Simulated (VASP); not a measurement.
# B7P (P6/mmm) in VASP: a series of runs

Runs on B7P. Level: PBE. Tasks: single point, relaxation of cell and atoms.

All numbers are computed with VASP 6.6.1; they aren't measurements. Logs are shortened: lines on timing, memory, paths and dates and some standing lists are left out, and cuts for length are marked.

## Step 1: The cell of the first run

Symmetry: P6/mmm, No. 191, hexagonal system. The conventional cell has a = 3.669 Å, b = 3.669 Å, c = 7.409 Å, α = 90.00°, β = 90.00°, γ = 120.00°. Within 2.4 Å of B (site symmetry mmm) lie 2 P at 1.83 Å and 4 B at 1.83 Å. Within 2.4 Å of B (site symmetry mmm) lie 6 B at 1.83 Å. B (site symmetry 6/mmm) has 6 B at 1.83 Å within 2.4 Å. Within 2.4 Å of P (site symmetry 6/mmm) lie 6 B at 1.83 Å.

## Step 2: Single point, PBE

Contents of INCAR:

```
SYSTEM = B7P
PREC = Accurate ; ENCUT = 520
EDIFF = 1E-6 ; ISMEAR = 0
SIGMA = 0.1 ; LREAL = .FALSE.
LASPH = .TRUE. ; NELM = 100
ALGO = Normal ; ISIF = 2
LWAVE = .FALSE. ; LCHARG = .FALSE.
GGA = PE ; NBANDS = 23
```

Contents of KPOINTS:

```
Automatic mesh
0
G
  12 12 6
  0 0 0
```

Contents of POSCAR:

```
B7P
1.0
    3.6694898715      0.0000000000      0.0000000000
   -1.8347449358      3.1778714477      0.0000000000
    0.0000000000      0.0000000000      7.4090131875
B P
7 1
Direct
    0.5000000000      0.0000000000      0.0000000000
    0.0000000000      0.5000000000      0.0000000000
    0.5000000000      0.5000000000      0.0000000000
    0.5000000000      0.0000000000      0.5000000000
    0.0000000000      0.5000000000      0.5000000000
    0.5000000000      0.5000000000      0.5000000000
    0.0000000000      0.0000000000      0.5000000000
    0.0000000000      0.0000000000      0.0000000000
```

Potentials or basis: VASP PAW PBE potentials, release 64 (B, P).

Launch:

```sh
> cat potpaw_PBE.64/B/POTCAR potpaw_PBE.64/P/POTCAR > POTCAR
> mpirun -np 1 vasp_std > vasp.out
```

OUTCAR:

```text
SYSTEM = B7P
   PREC = Accurate
   ENCUT = 520
   EDIFF = 1E-6
   ISMEAR = 0
   LREAL = .FALSE.
   LASPH = .TRUE.
   NELM = 100
   ISIF = 2
   GGA = PE

 ion  position               nearest neighbor table
   1  0.500  0.000  0.000-   8 1.83   8 1.83   2 1.83   2 1.83   3 1.83   3 1.83
   2  0.000  0.500  0.000-   3 1.83   3 1.83   1 1.83   1 1.83   8 1.83   8 1.83
   3  0.500  0.500  0.000-   2 1.83   2 1.83   8 1.83   8 1.83   1 1.83   1 1.83
   4  0.500  0.000  0.500-   7 1.83   7 1.83   5 1.83   5 1.83   6 1.83   6 1.83
   5  0.000  0.500  0.500-   6 1.83   6 1.83   4 1.83   4 1.83   7 1.83   7 1.83
   6  0.500  0.500  0.500-   5 1.83   5 1.83   7 1.83   7 1.83   4 1.83   4 1.83
   7  0.000  0.000  0.500-   4 1.83   4 1.83   6 1.83   6 1.83   5 1.83   5 1.83
   8  0.000  0.000  0.000-   1 1.83   1 1.83   3 1.83   3 1.83   2 1.83   2 1.83

  LATTYP: Found a hexagonal cell.
 ALAT       =     3.6694898715
 C/A-ratio  =     2.0190853353

  Lattice vectors:

 A1 = (   3.6694898715,   0.0000000000,   0.0000000000)
 A2 = (  -1.8347449358,   3.1778714477,   0.0000000000)
 A3 = (   0.0000000000,   0.0000000000,   7.4090131875)

Analysis of symmetry for initial positions (statically):
=====================================================================
 Subroutine PRICEL returns:
 Original cell was already a primitive cell.

 Routine SETGRP: Setting up the symmetry group for a
 hexagonal supercell.

 Subroutine GETGRP returns: Found 24 space group operations
 (whereof 24 operations were pure point group operations)
 out of a pool of 24 trial point group operations.

The static configuration has the point symmetry D_6h.

Analysis of symmetry for dynamics (positions and initial velocities):
=====================================================================
 Subroutine PRICEL returns:
 Original cell was already a primitive cell.

 Routine SETGRP: Setting up the symmetry group for a
 hexagonal supercell.

 Subroutine GETGRP returns: Found 24 space group operations
 (whereof 24 operations were pure point group operations)
 out of a pool of 24 trial point group operations.

The dynamic configuration has the point symmetry D_6h.

 Subroutine INISYM returns: Found 24 space group operations
 (whereof 24 operations are pure point group operations),
 and found     1 'primitive' translations

----------------------------------------------------------------------------------------

                                     Primitive cell

  volume of cell :      86.3977

  direct lattice vectors                    reciprocal lattice vectors
     3.669489872  0.000000000  0.000000000     0.272517444  0.157338020  0.000000000
    -1.834744936  3.177871448  0.000000000     0.000000000  0.314676039  0.000000000
     0.000000000  0.000000000  7.409013188     0.000000000  0.000000000  0.134970741

  length of vectors
     3.669489872  3.669489872  7.409013188     0.314676039  0.314676039  0.134970741

  position of ions in fractional coordinates (direct lattice)
     0.500000000  0.000000000  0.000000000
     1.000000000  0.500000000  0.000000000
     0.500000000  0.500000000  0.000000000
     0.500000000  0.000000000  0.500000000
     1.000000000  0.500000000  0.500000000
     0.500000000  0.500000000  0.500000000
     0.000000000  0.000000000  0.500000000
     0.000000000  0.000000000  0.000000000

  ion indices of the primitive-cell ions
   primitive index   ion index
                 1           1
                 2           2
                 3           3
                 4           4
                 5           5
                 6           6
                 7           7
                 8           8

----------------------------------------------------------------------------------------

 KPOINTS: Automatic mesh

Automatic generation of k-mesh.
 Grid dimensions read from file:
 generate k-points for:   12   12    6

 Generating k-lattice:

  Cartesian coordinates                     Fractional coordinates (reciprocal lattice)
     0.022709787  0.013111502  0.000000000     0.083333333  0.000000000  0.000000000
     0.000000000  0.026223003  0.000000000     0.000000000  0.083333333  0.000000000
     0.000000000  0.000000000  0.022495124     0.000000000  0.000000000  0.166666667

  Length of vectors
     0.026223003  0.026223003  0.022495124

  Shift w.r.t. Gamma in fractional coordinates (k-lattice)
     0.000000000  0.000000000  0.000000000

 Subroutine IBZKPT returns following result:
 ===========================================

 Found     76 irreducible k-points:

 Following reciprocal coordinates:
            Coordinates               Weight
  0.000000  0.000000  0.000000      1.000000
  0.083333  0.000000  0.000000      6.000000
  0.166667  0.000000  0.000000      6.000000
  0.250000  0.000000  0.000000      6.000000
  0.333333 -0.000000  0.000000      6.000000
  0.416667  0.000000  0.000000      6.000000
[... 16 lines left out ...]
  0.250000  0.000000  0.166667     12.000000
  0.333333 -0.000000  0.166667     12.000000
 [... further k-points ...]
   k-points           NKPTS =     76   k-points in BZ     NKDIM =     76   number of bands    NBANDS=     23
   number of dos      NEDOS =    301   number of ions     NIONS =      8
   total plane-waves  NPLWV =  43904
   dimension x,y,z NGX =    28 NGY =   28 NGZ =   56
   dimension x,y,z NGXF=    56 NGYF=   56 NGZF=  112
   ions per type =               7   1
   NGX,Y,Z   is equivalent  to a cutoff of  12.69, 12.69, 12.57 a.u.
   NGXF,Y,Z  is equivalent  to a cutoff of  25.37, 25.37, 25.13 a.u.
 SYSTEM =  B7P
   PREC   = accura    normal or accurate (medium, high low for compatibility)
   ISTART =      0    job   : 0-new  1-cont  2-samecut
   ICHARG =      2    charge: 1-file 2-atom 10-const
   ISPIN  =      1    spin polarized calculation?
   LNONCOLLINEAR =      F non collinear calculations
   LSORBIT =      F    spin-orbit coupling
   LASPH  =      T    aspherical Exc in radial PAW
   ENCUT  =  520.0 eV  38.22 Ry    6.18 a.u.   6.82  6.82 13.78*2*pi/ulx,y,z
   NELM   =    100;   NELMIN=  2; NELMDL= -5     # of ELM steps
   EDIFF  = 0.1E-05   stopping-criterion for ELM
   LREAL  =      F    real-space projection
   EDIFFG = 0.1E-04   stopping-criterion for IOM
   NSW    =      0    number of steps for IOM
   IBRION =     -1    ionic relax: 0-MD 1-quasi-New 2-CG
   NFREE  =      0    steps in history (QN), initial steepest desc. (CG)
   ISIF   =      2    stress and relaxation
   ISYM   =      2    0-nonsym 1-usesym 2-fastsym
   POTIM  = 0.5000    time-step for ionic-motion
   TEBEG  =    0.0;   TEEND  =   0.0 temperature during run
   PSTRESS=    0.0 pullay stress
   NELECT =      26.0000    total number of electrons
   NUPDOWN=      -1.0000    fix difference up-down
   EMIN   =  10.00;   EMAX   =-10.00  energy-range for DOS
   EFERMI =   0.00;   METHOD = LEGACY
   ISMEAR =     0;   SIGMA  =   0.10  broadening in eV -4-tet -1-fermi 0-gaus
   EFERMI_NEDOS =   21; number of points for ismear=-14 and -15
   IALGO  =     38    algorithm
   IMIX   =      4    mixing-type and parameters
     AMIX     =   0.40;   BMIX     =  1.00
     AMIX_MAG =   1.60;   BMIX_MAG =  1.00
  volume/ion in A,a.u.               =      10.80        72.88
  Fermi-wavevector in a.u.,A,eV,Ry     =   1.097064  2.073150 16.375273  1.203549
  Thomas-Fermi vector in A             =   2.233417
   LORBIT       =      0    0 simple, 1 ext, 2 COOP (PROOUT), +10 PAW based schemes
   GGA     = PE    functional components
   LHFCALC =     F    Hartree Fock is set to
   AEXX    =    0.0000 exact exchange contribution
   IVDW    =     0    specifies the selected vdW correction
   LEPSILON=     F    determine dielectric tensor
   LRPA    =     F    only Hartree local field effects (RPA)
 non-spin polarized calculation
 Gauss-broadening in eV      SIGMA  =   0.10
  energy-cutoff  :      520.00
  volume of cell :       86.40
 maximum number of plane-waves:      2358
 NGX is ok and might be reduce to    28
   NGX = 13   NGY = 13   NGZ = 27

 number of electron      26.0000000 magnetization

 Free energy of the ion-electron system (eV)
  ---------------------------------------------------
  ext. energy  EPLUGINS =         0.00000000
  ---------------------------------------------------
  free energy    TOTEN  =       -42.52383866 eV

  energy without entropy =      -42.50821856  energy(sigma->0) =      -42.51602861

 E-fermi :   4.9463     XC(G=0):  -9.8831

 val. band max:        4.9462082247   @ k =   0.2500   0.1667   0.0000
 cond. band min:       4.9482600065   @ k =   0.3333  -0.0000   0.3333
 fundamental gap:      0.0020517818
 Fermi energy:         4.9463285392

 k-point     1 :       0.0000    0.0000    0.0000
  band No.  band energies     occupation
      1     -12.3792      2.00000
      2     -10.3481      2.00000
      3      -3.9756      2.00000
      4      -3.9756      2.00000
      5      -2.7384      2.00000
      6      -2.5030      2.00000
[... 15 lines left out ...]
     22      10.4341      0.00000
     23      10.4341      0.00000

 k-point     2 :       0.0833    0.0000    0.0000
  band No.  band energies     occupation
      1     -12.3078      2.00000
      2     -10.2753      2.00000
      3      -4.2881      2.00000
      4      -3.9907      2.00000
      5      -2.8524      2.00000
      6      -2.6409      2.00000
[... 15 lines left out ...]
     22      10.2797      0.00000
     23      10.3178      0.00000

 k-point     3 :       0.1667    0.0000    0.0000
  band No.  band energies     occupation
      1     -12.0958      2.00000
      2     -10.0572      2.00000
      3      -5.1072      2.00000
      4      -4.0312      2.00000
      5      -3.7145      2.00000
      6      -2.7479      2.00000
[... 15 lines left out ...]
     22       9.9640      0.00000
     23      10.0857      0.00000
[... 495 lines left out ...]
 k-point    23 :       0.2500    0.0000    0.1667
  band No.  band energies     occupation
      1     -11.7500      2.00000
      2      -9.6988      2.00000
      3      -6.1510      2.00000
      4      -4.7741      2.00000
      5      -4.0841      2.00000
      6      -3.0701      2.00000
[... 15 lines left out ...]
     22       9.5334      0.00000
     23       9.6980      0.00000

 k-point    24 :       0.3333   -0.0000    0.1667
  band No.  band energies     occupation
      1     -11.2968      2.00000
      2      -9.1933      2.00000
      3      -7.1905      2.00000
      4      -5.8492      2.00000
      5      -4.1355      2.00000
      6      -3.3258      2.00000
[... 15 lines left out ...]
     22       9.5311      0.00000
     23      10.5297      0.00000

 [... further k-points ...]
[... 5 lines left out ...]
  --------------------------------------------------------------------------------------
  -------------------------------------------------------------------------------------
  Total       -0.1894902     -0.1894902     -0.0173288      0.0000000      0.0000000     -0.0000000
  in kB       -3.5139449     -3.5139449     -0.3213492      0.0000000      0.0000000     -0.0000000
  external PRESSURE =      -2.4497463 kB  Pullay stress =       0.0000000 kB

 VOLUME and BASIS-vectors are now :
 -----------------------------------------------------------------------------
  energy-cutoff  :      520.00
  volume of cell :       86.40
      direct lattice vectors                 reciprocal lattice vectors
     3.669489872  0.000000000  0.000000000     0.272517444  0.157338020  0.000000000
    -1.834744936  3.177871448  0.000000000     0.000000000  0.314676039  0.000000000
     0.000000000  0.000000000  7.409013188     0.000000000  0.000000000  0.134970741

 POSITION                                       TOTAL-FORCE (eV/Angst)
 -----------------------------------------------------------------------------------
      1.83474      0.00000      0.00000         0.000000      0.000000      0.000000
     -0.91737      1.58894      0.00000         0.000000      0.000000      0.000000
      0.91737      1.58894      0.00000        -0.000000      0.000000      0.000000
      1.83474      0.00000      3.70451        -0.000000      0.000000      0.000000
     -0.91737      1.58894      3.70451        -0.000000      0.000000      0.000000
      0.91737      1.58894      3.70451        -0.000000      0.000000      0.000000
      0.00000      0.00000      3.70451        -0.000000      0.000000      0.000000
      0.00000      0.00000      0.00000         0.000000      0.000000      0.000000
 -----------------------------------------------------------------------------------
    total drift:                               -0.000000     -0.000000     -0.000000

  FREE ENERGIE OF THE ION-ELECTRON SYSTEM (eV)
  ---------------------------------------------------
  free  energy   TOTEN  =       -42.5238386603 eV

  energy  without entropy=      -42.5082185617  energy(sigma->0) =      -42.51602861
```

Wall time 1.7 min (1 thread of Intel Xeon Platinum 8124M at 3.00GHz (Skylake/Cascade Lake), shared host); peak memory 0.26 GiB.

Results:

```
Free energy            : -42.5238 eV
Pressure               : -0.2 GPa
Band gap on the k mesh : zero (band 13 reaches 5.52 eV, above the bottom of band 14 at 3.23 eV)
```

Stress tensor (GPa, compression positive):
```
-0.35  0.00  0.00
 0.00 -0.35  0.00
 0.00  0.00 -0.03
```

Caveat: this functional lacks dispersion, which binds the layers, so the pressure and a relaxed spacing across them are unreliable.

## Step 3: Relaxation of cell and atoms, PBE

This run uses another cell than the first one, of 10.69 Å³/atom, 0.990 times its volume.

Contents of INCAR:

```
SYSTEM = B7P
PREC     = Accurate       ! precision mode
ENCUT    = 600            ! plane-wave cutoff, eV
EDIFF    = 1E-6           ! SCF threshold, eV
ISMEAR   = 0              ! smearing method
SIGMA    = 0.1            ! smearing width, eV
LREAL    = .FALSE.        ! projectors in reciprocal space
LASPH    = .TRUE.         ! aspherical terms in the spheres
NELM     = 100            ! most SCF steps
ALGO     = Normal         ! electronic algorithm
ISIF     = 3              ! what is computed and relaxed
LWAVE    = .FALSE.        ! write WAVECAR
LCHARG   = .FALSE.        ! write CHGCAR
GGA      = PE             ! functional
IBRION   = 2              ! ionic algorithm
NSW      = 100            ! ionic steps
EDIFFG   = -0.01          ! ionic threshold
```

Contents of KPOINTS:

```
regular mesh
0
G
  12 12 6
  0 0 0
```

POSCAR, as its differences from that of step 2:

```diff
@@ -2,5 +2,5 @@
 1.0
-    3.6694898715      0.0000000000      0.0000000000
-   -1.8347449358      3.1778714477      0.0000000000
-    0.0000000000      0.0000000000      7.4090131875
+    3.6672472016      0.0000000000      0.0000000000
+   -1.8336236008      3.1759292386      0.0000000000
+    0.0000000000      0.0000000000      7.3452960170
 B P
```

Potentials or basis: VASP PAW PBE potentials, release 64 (B, P).

Launch:

```sh
> cat potpaw_PBE.64/B/POTCAR potpaw_PBE.64/P/POTCAR > POTCAR
> mpirun -np 1 vasp_std > vasp.out
```

Wall time 1.7 min (1 thread of Intel Xeon Platinum 8124M at 3.00GHz (Skylake/Cascade Lake), shared host); peak memory 0.29 GiB.

It converged, with:

| Quantity | Value |
| --- | --- |
| Free energy | -42.5312 eV |
| Pressure after relaxing | 0.0 GPa |
| Band gap on the k mesh | zero (band 13 reaches 5.62 eV, above the bottom of band 14 at 3.30 eV) |

Stress tensor (GPa, compression positive):
```
-0.07  0.00  0.00
 0.00 -0.07  0.00
 0.00  0.00  0.04
```

Final structure:
```yaml
crystal:
  lattice:
    - [3.66725, 0.00000, 0.00000]
    - [-1.83362, 3.17593, 0.00000]
    - [0.00000, 0.00000, 7.34530]
  atoms:
    - { symbol: B, position: [0.50000, 0.00000, 0.00000] }
    - { symbol: B, position: [0.00000, 0.50000, 0.00000] }
    - { symbol: B, position: [0.50000, 0.50000, 0.00000] }
    - { symbol: B, position: [0.50000, 0.00000, 0.50000] }
    - { symbol: B, position: [0.00000, 0.50000, 0.50000] }
    - { symbol: B, position: [0.50000, 0.50000, 0.50000] }
    - { symbol: B, position: [0.00000, 0.00000, 0.50000] }
    - { symbol: P, position: [0.00000, 0.00000, 0.00000] }
```

Levels at points of the mesh, in eV from the Fermi level:
```tsv
k point	band 11	band 12	band 13	band 14	band 15	band 16
(0.00, 0.00, 0.00)	-1.86	-1.30	-1.30	0.26	0.26	0.26
(0.50, 0.00, 0.00)	-2.15	-1.93	0.57	2.41	2.77	2.93
(0.00, 0.00, 0.50)	-1.85	-1.29	-1.29	0.21	0.22	0.22
(0.50, 0.00, 0.50)	-2.84	-2.80	0.57	2.75	2.94	2.94
```

Caveat: the relaxation stopped at its first step, so nothing moved; this functional lacks dispersion, which binds the layers, so the pressure and a relaxed spacing across them are unreliable.

## Step 4: Single point, PBE

This run uses another cell than the first one, of 9.23 Å³/atom, 0.854 times its volume.

Contents of INCAR:

```
PREC     = Accurate       # precision mode
ENCUT    = 520            # plane-wave cutoff, eV
EDIFF    = 1E-6           # SCF threshold, eV
ISMEAR   = 0              # smearing method
SIGMA    = 0.1            # smearing width, eV
LREAL    = F              # projectors in reciprocal space
LASPH    = T              # aspherical terms in the spheres
NELM     = 100            # most SCF steps
ALGO     = Normal         # electronic algorithm
ISIF     = 2              # what is computed and relaxed
LWAVE    = F              # write WAVECAR
LCHARG   = F              # write CHGCAR
GGA      = PE             # functional
NBANDS   = 23             # bands
```

Contents of KPOINTS:

```
regular mesh
0
Gamma
  6 6 4
```

POSCAR, as its differences from that of step 3:

```diff
@@ -2,5 +2,5 @@
 1.0
-    3.6672472016      0.0000000000      0.0000000000
-   -1.8336236008      3.1759292386      0.0000000000
-    0.0000000000      0.0000000000      7.3452960170
+    3.7637882400      0.0000000000      0.0000000000
+   -1.8818941200      3.2595362300      0.0000000000
+    0.0000000000      0.0000000000      6.0177083800
 B P
```

Launch:

```sh
> cat potpaw_PBE.64/B/POTCAR potpaw_PBE.64/P/POTCAR > POTCAR
> mpirun -np 1 vasp_std > vasp.out
```

It took 18 s on 1 thread of Intel Xeon Platinum 8559C (Emerald Rapids), shared host; peak memory 0.18 GiB.

It converged, with:

| Property | Result |
| --- | --- |
| Free energy | -42.0838 eV |
| Pressure | -7.2 GPa |
| Band gap on the k mesh | zero (band 13 reaches 7.07 eV, above the bottom of band 14 at 4.87 eV) |

Stress tensor (GPa, compression positive):
```
-11.72   0.00   0.00
  0.00 -11.72   0.00
  0.00   0.00   1.81
```

Levels at points of the mesh, in eV from the Fermi level:
| k point | band 10 | band 11 | band 12 | band 13 | band 14 | band 15 | band 16 | band 17 |
| --- | --- | --- | --- | --- | --- | --- | --- | --- |
| (0.00, 0.00, 0.00) | -3.08 | -2.61 | -1.82 | -1.82 | 0.26 | 0.27 | 0.27 | 2.68 |
| (0.50, 0.00, 0.00) | -4.70 | -0.06 | 0.19 | 0.53 | 1.34 | 1.56 | 2.60 | 2.96 |
| (0.00, 0.00, 0.50) | -5.70 | -2.50 | -1.67 | -1.67 | -0.31 | -0.23 | -0.23 | 4.62 |
| (0.50, 0.00, 0.50) | -2.91 | -2.56 | -2.38 | 0.54 | 2.55 | 2.77 | 2.91 | 2.93 |

Caveat: this functional lacks dispersion, which binds the layers, so the pressure and a relaxed spacing across them are unreliable.

(Continued in part 2 of 2.)
